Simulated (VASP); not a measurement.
# Al4NiPd3 (Im-3m) in VASP: a series of runs

Runs on Al4NiPd3. Level: PBE. Tasks: single point, relaxation of cell and atoms.

Everything below comes from runs of VASP 6.6.1. Logs are shortened: lines on timing, memory, paths and dates and some standing lists are left out, and cuts for length are marked.

### 1 The cell of the first run

Symmetry: Im-3m, No. 229, cubic system. Conventional cell: a = 6.075 Å, b = 6.075 Å, c = 6.075 Å, α = 90.00°, β = 90.00°, γ = 90.00°. Within 3.5 Å of Al (site symmetry -3m) lie 2 Ni at 2.63 Å and 6 Pd at 2.63 Å and 6 Al at 3.04 Å. Ni (site symmetry m-3m) has 8 Al at 2.63 Å and 6 Pd at 3.04 Å within 3.5 Å. Pd (site symmetry 4/mmm) has 8 Al at 2.63 Å and 2 Ni at 3.04 Å and 4 Pd at 3.04 Å within 3.5 Å.

### 2 Single point, PBE

Input file INCAR:

```
PREC = Accurate
ENCUT = 520
EDIFF = 1E-6
ISMEAR = 0
SIGMA = 0.1
LREAL = F
LASPH = T
NELM = 60
ALGO = Fast
ISIF = 2
LWAVE = F
LCHARG = F
GGA = PE
NBANDS = 36
```

Input file KPOINTS:

```
regular mesh
0
Gamma
  10 10 10
```

Input file POSCAR:

```
Al4NiPd3
1.0
   -3.0373203167      3.0373203167      3.0373203167
    3.0373203167     -3.0373203167      3.0373203167
    3.0373203167      3.0373203167     -3.0373203167
Al Ni Pd
4 1 3
Direct
    0.5000000000      0.5000000000      0.5000000000
    0.0000000000      0.5000000000      0.0000000000
    0.5000000000      0.0000000000      0.0000000000
    0.0000000000      0.0000000000      0.5000000000
    0.0000000000      0.0000000000      0.0000000000
    0.5000000000      0.0000000000      0.5000000000
    0.0000000000      0.5000000000      0.5000000000
    0.5000000000      0.5000000000      0.0000000000
```

Potentials or basis: VASP PAW PBE potentials, release 64 (Al, Ni, Pd).

On the command line:

```sh
$ cat potpaw_PBE.64/Al/POTCAR potpaw_PBE.64/Ni/POTCAR potpaw_PBE.64/Pd/POTCAR > POTCAR
$ mpirun -np 1 vasp_std > vasp.out
```

OUTCAR:

```text
PREC = Accurate
   ENCUT = 520
   EDIFF = 1E-6
   ISMEAR = 0
   LREAL = F
   LASPH = T
   NELM = 60
   ISIF = 2
   GGA = PE

 ion  position               nearest neighbor table
   1  0.500  0.500  0.500-   5 2.63   6 2.63   7 2.63   8 2.63   8 2.63   6 2.63   7 2.63   5 2.63
                             4 3.04   3 3.04   2 3.04   2 3.04   4 3.04   3 3.04
   2  0.000  0.500  0.000-   5 2.63   6 2.63   7 2.63   8 2.63   7 2.63   5 2.63   8 2.63   6 2.63
                             4 3.04   4 3.04   1 3.04   1 3.04   3 3.04   3 3.04
   3  0.500  0.000  0.000-   5 2.63   6 2.63   7 2.63   8 2.63   6 2.63   8 2.63   5 2.63   7 2.63
                             4 3.04   1 3.04   1 3.04   4 3.04   2 3.04   2 3.04
   4  0.000  0.000  0.500-   5 2.63   6 2.63   7 2.63   8 2.63   5 2.63   7 2.63   6 2.63   8 2.63
                             3 3.04   2 3.04   1 3.04   3 3.04   1 3.04   2 3.04
   5  0.000  0.000  0.000-   1 2.63   2 2.63   3 2.63   4 2.63   4 2.63   2 2.63   3 2.63   1 2.63
                             7 3.04   7 3.04   8 3.04   6 3.04   8 3.04   6 3.04
   6  0.500  0.000  0.500-   1 2.63   2 2.63   3 2.63   4 2.63   3 2.63   1 2.63   4 2.63   2 2.63
                             7 3.04   8 3.04   8 3.04   5 3.04   7 3.04   5 3.04
   7  0.000  0.500  0.500-   1 2.63   2 2.63   3 2.63   4 2.63   2 2.63   4 2.63   1 2.63   3 2.63
                             6 3.04   5 3.04   8 3.04   8 3.04   6 3.04   5 3.04
   8  0.500  0.500  0.000-   1 2.63   2 2.63   3 2.63   4 2.63   1 2.63   3 2.63   2 2.63   4 2.63
                             6 3.04   6 3.04   7 3.04   7 3.04   5 3.04   5 3.04

  LATTYP: Found a body centered cubic cell.
 ALAT       =     6.0746406334

  Lattice vectors:

 A1 = (  -3.0373203167,   3.0373203167,   3.0373203167)
 A2 = (   3.0373203167,  -3.0373203167,   3.0373203167)
 A3 = (   3.0373203167,   3.0373203167,  -3.0373203167)

Analysis of symmetry for initial positions (statically):
=====================================================================
 Subroutine PRICEL returns:
 Original cell was already a primitive cell.

 Routine SETGRP: Setting up the symmetry group for a
 body centered cubic supercell.

 Subroutine GETGRP returns: Found 48 space group operations
 (whereof 48 operations were pure point group operations)
 out of a pool of 48 trial point group operations.

The static configuration has the point symmetry O_h .

Analysis of symmetry for dynamics (positions and initial velocities):
=====================================================================
 Subroutine PRICEL returns:
 Original cell was already a primitive cell.

 Routine SETGRP: Setting up the symmetry group for a
 body centered cubic supercell.

 Subroutine GETGRP returns: Found 48 space group operations
 (whereof 48 operations were pure point group operations)
 out of a pool of 48 trial point group operations.

The dynamic configuration has the point symmetry O_h .

 Subroutine INISYM returns: Found 48 space group operations
 (whereof 48 operations are pure point group operations),
 and found     1 'primitive' translations

----------------------------------------------------------------------------------------

                                     Primitive cell

  volume of cell :     112.0809

  direct lattice vectors                    reciprocal lattice vectors
    -3.037320317  3.037320317  3.037320317     0.000000000  0.164618792  0.164618792
     3.037320317 -3.037320317  3.037320317     0.164618792  0.000000000  0.164618792
     3.037320317  3.037320317 -3.037320317     0.164618792  0.164618792  0.000000000

  length of vectors
     5.260793107  5.260793107  5.260793107     0.232806128  0.232806128  0.232806128

  position of ions in fractional coordinates (direct lattice)
     0.500000000  0.500000000  0.500000000
     0.000000000  0.500000000  0.000000000
     0.500000000  0.000000000  0.000000000
     0.000000000  0.000000000  0.500000000
     0.000000000  0.000000000  0.000000000
     0.500000000  0.000000000  0.500000000
     0.000000000  0.500000000  0.500000000
     0.500000000  0.500000000  0.000000000

  ion indices of the primitive-cell ions
   primitive index   ion index
                 1           1
                 2           2
                 3           3
                 4           4
                 5           5
                 6           6
                 7           7
                 8           8

----------------------------------------------------------------------------------------

 KPOINTS: regular mesh

Automatic generation of k-mesh.
 Grid dimensions read from file:
 generate k-points for:   10   10   10

 Generating k-lattice:

  Cartesian coordinates                     Fractional coordinates (reciprocal lattice)
     0.000000000  0.016461879  0.016461879     0.100000000  0.000000000  0.000000000
     0.016461879  0.000000000  0.016461879     0.000000000  0.100000000  0.000000000
     0.016461879  0.016461879  0.000000000     0.000000000  0.000000000  0.100000000

  Length of vectors
     0.023280613  0.023280613  0.023280613

  Shift w.r.t. Gamma in fractional coordinates (k-lattice)
     0.000000000  0.000000000  0.000000000

 Subroutine IBZKPT returns following result:
 ===========================================

 Found     47 irreducible k-points:

 Following reciprocal coordinates:
            Coordinates               Weight
  0.000000  0.000000  0.000000      1.000000
  0.100000  0.000000  0.000000     12.000000
  0.200000  0.000000  0.000000     12.000000
  0.300000  0.000000  0.000000     12.000000
  0.400000  0.000000  0.000000     12.000000
  0.500000  0.000000  0.000000      6.000000
[... 16 lines left out ...]
  0.300000  0.300000  0.100000      8.000000
 -0.300000  0.300000  0.100000     24.000000
 [... further k-points ...]
   k-points           NKPTS =     47   k-points in BZ     NKDIM =     47   number of bands    NBANDS=     36
   number of dos      NEDOS =    301   number of ions     NIONS =      8
   total plane-waves  NPLWV =  64000
   dimension x,y,z NGX =    40 NGY =   40 NGZ =   40
   dimension x,y,z NGXF=    80 NGYF=   80 NGZF=   80
   ions per type =               4   1   3
   NGX,Y,Z   is equivalent  to a cutoff of  12.64, 12.64, 12.64 a.u.
   NGXF,Y,Z  is equivalent  to a cutoff of  25.28, 25.28, 25.28 a.u.
 SYSTEM =  unknown system
   PREC   = accura    normal or accurate (medium, high low for compatibility)
   ISTART =      0    job   : 0-new  1-cont  2-samecut
   ICHARG =      2    charge: 1-file 2-atom 10-const
   ISPIN  =      1    spin polarized calculation?
   LNONCOLLINEAR =      F non collinear calculations
   LSORBIT =      F    spin-orbit coupling
   LASPH  =      T    aspherical Exc in radial PAW
   ENCUT  =  520.0 eV  38.22 Ry    6.18 a.u.   9.78  9.78  9.78*2*pi/ulx,y,z
   NELM   =     60;   NELMIN=  2; NELMDL= -5     # of ELM steps
   EDIFF  = 0.1E-05   stopping-criterion for ELM
   LREAL  =      F    real-space projection
   EDIFFG = 0.1E-04   stopping-criterion for IOM
   NSW    =      0    number of steps for IOM
   IBRION =     -1    ionic relax: 0-MD 1-quasi-New 2-CG
   NFREE  =      0    steps in history (QN), initial steepest desc. (CG)
   ISIF   =      2    stress and relaxation
   ISYM   =      2    0-nonsym 1-usesym 2-fastsym
   POTIM  = 0.5000    time-step for ionic-motion
   TEBEG  =    0.0;   TEEND  =   0.0 temperature during run
   PSTRESS=    0.0 pullay stress
   NELECT =      52.0000    total number of electrons
   NUPDOWN=      -1.0000    fix difference up-down
   EMIN   =  10.00;   EMAX   =-10.00  energy-range for DOS
   EFERMI =   0.00;   METHOD = LEGACY
   ISMEAR =     0;   SIGMA  =   0.10  broadening in eV -4-tet -1-fermi 0-gaus
   EFERMI_NEDOS =   21; number of points for ismear=-14 and -15
   IALGO  =     68    algorithm
   IMIX   =      4    mixing-type and parameters
     AMIX     =   0.40;   BMIX     =  1.00
     AMIX_MAG =   1.60;   BMIX_MAG =  1.00
  volume/ion in A,a.u.               =      14.01        94.54
  Fermi-wavevector in a.u.,A,eV,Ry     =   1.267356  2.394956 21.853565  1.606192
  Thomas-Fermi vector in A             =   2.400508
   LORBIT       =      0    0 simple, 1 ext, 2 COOP (PROOUT), +10 PAW based schemes
   GGA     = PE    functional components
   LHFCALC =     F    Hartree Fock is set to
   AEXX    =    0.0000 exact exchange contribution
   IVDW    =     0    specifies the selected vdW correction
   LEPSILON=     F    determine dielectric tensor
   LRPA    =     F    only Hartree local field effects (RPA)
 non-spin polarized calculation
 RMM-DIIS sequential band-by-band and
 Gauss-broadening in eV      SIGMA  =   0.10
  energy-cutoff  :      520.00
  volume of cell :      112.08
 maximum number of plane-waves:      3044
   NGX = 19   NGY = 19   NGZ = 19

 number of electron      52.0000002 magnetization

 Free energy of the ion-electron system (eV)
  ---------------------------------------------------
  ext. energy  EPLUGINS =         0.00000000
  ---------------------------------------------------
  free energy    TOTEN  =       -42.39695961 eV

  energy without entropy =      -42.38354418  energy(sigma->0) =      -42.39025189

 E-fermi :  10.1075     XC(G=0): -11.9391

 val. band max:       10.0959697460   @ k =   0.2000   0.1000   0.1000
 cond. band min:      10.1433737241   @ k =   0.5000   0.5000   0.2000
 fundamental gap:      0.0474039781
 Fermi energy:        10.1074679706

 k-point     1 :       0.0000    0.0000    0.0000
  band No.  band energies     occupation
      1      -0.4021      2.00000
      2       3.3755      2.00000
      3       3.3755      2.00000
      4       3.3755      2.00000
      5       5.0366      2.00000
      6       5.0366      2.00000
[... 28 lines left out ...]
     35      14.7535      0.00000
     36      14.7535      0.00000
[... 866 lines left out ...]
      6       4.8174      2.00000
[... 28 lines left out ...]
     35      15.4932      0.00000
     36      16.0315      0.00000

 [... further k-points ...]

------------------------ aborting loop because EDIFF is reached ----------------------------------------

  FORCE on cell =-STRESS in cart. coord.  units (eV):
  Direction    XX          YY          ZZ          XY          YZ          ZX
  --------------------------------------------------------------------------------------
  -------------------------------------------------------------------------------------
  Total        0.0038386      0.0038386      0.0038386      0.0000000      0.0000000     -0.0000000
  in kB        0.0548719      0.0548719      0.0548719      0.0000000      0.0000000     -0.0000000
  external PRESSURE =       0.0548719 kB  Pullay stress =       0.0000000 kB

 VOLUME and BASIS-vectors are now :
 -----------------------------------------------------------------------------
  energy-cutoff  :      520.00
  volume of cell :      112.08
      direct lattice vectors                 reciprocal lattice vectors
    -3.037320317  3.037320317  3.037320317     0.000000000  0.164618792  0.164618792
     3.037320317 -3.037320317  3.037320317     0.164618792  0.000000000  0.164618792
     3.037320317  3.037320317 -3.037320317     0.164618792  0.164618792  0.000000000

 POSITION                                       TOTAL-FORCE (eV/Angst)
 -----------------------------------------------------------------------------------
      1.51866      1.51866      1.51866        -0.000000      0.000000      0.000000
      1.51866     -1.51866      1.51866        -0.000000     -0.000000      0.000000
     -1.51866      1.51866      1.51866        -0.000000      0.000000      0.000000
      1.51866      1.51866     -1.51866        -0.000000     -0.000000      0.000000
      0.00000      0.00000      0.00000        -0.000000     -0.000000      0.000000
      0.00000      3.03732      0.00000        -0.000000      0.000000      0.000000
      3.03732      0.00000      0.00000         0.000000     -0.000000      0.000000
      0.00000      0.00000      3.03732         0.000000      0.000000     -0.000000
 -----------------------------------------------------------------------------------
    total drift:                               -0.000000     -0.000000      0.000000

  FREE ENERGIE OF THE ION-ELECTRON SYSTEM (eV)
  ---------------------------------------------------
  free  energy   TOTEN  =       -42.3969596076 eV

  energy  without entropy=      -42.3835441800  energy(sigma->0) =      -42.39025189
```

Wall time 4 min (1 thread of Intel Xeon 6975P-C, shared host); peak memory 0.36 GiB.

Results:

* Free energy: -42.3970 eV
* Pressure: 0.0 GPa
* Band gap on the k mesh: zero (band 26 reaches 11.83 eV, above the bottom of band 27 at 8.89 eV)

Spin polarisation is off, so any magnetic state and its effect on volume and gap are missing.

[end of part 1 of 2]
